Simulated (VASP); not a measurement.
MgAl16, 17 atoms in the cell. The cell holds a slab with vacuum, 17 atoms: a = 8.100 Å, b = 5.728 Å, c = 16.296 Å, α = 90.00°, β = 90.00°, γ = 90.00°. 

* Program: VASP 6.6.1
* Task: single point
* Functional: PBE
* Potentials or basis: VASP PAW PBE potentials, release 64 (Al, Mg)
* Cutoff: 520 eV
* k mesh: 2 × 3 × 1
* Occupations: gaussian, width 0.05 eV
* Spin: no spin polarisation
* Dipole correction: no
* Further INCAR settings: LREAL = Auto; ALGO = Normal; EDIFF = 1e-06; NBANDS = 39

Potentials or basis: VASP PAW PBE potentials, release 64 (Al, Mg).

Launch:

```console
$ cat potpaw_PBE.64/Al/POTCAR potpaw_PBE.64/Mg/POTCAR > POTCAR
$ mpirun -np 1 vasp_std > vasp.out
```

Hardware: 1 thread of Intel Xeon 8259CL (shared host).

Q: How long does it take, and how much memory?

A: It took 6.1 min on 1 thread of Intel Xeon 8259CL (shared host), peak memory 0.7 GiB. Counts: scf iterations 22, k points 4.
